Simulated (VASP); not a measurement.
TaN, 4 atoms in the cell. It takes space group P6_3mc (No. 186, hexagonal). The conventional cell has a = 3.066 Å, b = 3.066 Å, c = 5.935 Å, α = 90.00°, β = 90.00°, γ = 120.00°. Ta (site symmetry 3m) has 4 N at 1.92 to 2.06 Å within 2.6 Å. Within 2.6 Å of N (site symmetry 3m) lie 4 Ta at 1.92 to 2.06 Å. 

* Program: VASP 6.6.1
* Task: single point
* Functional: PBE
* Potentials or basis: VASP PAW PBE potentials, release 64 (Ta_sv_GW, N)
* Cutoff: 700 eV
* k mesh: 18 × 18 × 8
* Occupations: gaussian, width 0.15 eV
* Spin: no spin polarisation
* Dipole correction: no
* Further INCAR settings: ALGO = Normal; EDIFF = 1e-06; NBANDS = 26

Potentials or basis: VASP PAW PBE potentials, release 64 (Ta_sv_GW, N).

Command:

```bash
$ cat potpaw_PBE.64/Ta_sv_GW/POTCAR potpaw_PBE.64/N/POTCAR > POTCAR
$ mpirun -np 1 vasp_std > vasp.out
```

Hardware: 1 thread of AMD EPYC 9R45 96-Core Processor (Zen 5), on a shared host.

How long does it take, and how much memory?

Run time: 5.5 min on 1 thread of AMD EPYC 9R45 96-Core Processor (Zen 5), on a shared host, peak memory 0.41 GiB. Counts: scf iterations 19, k points 185.
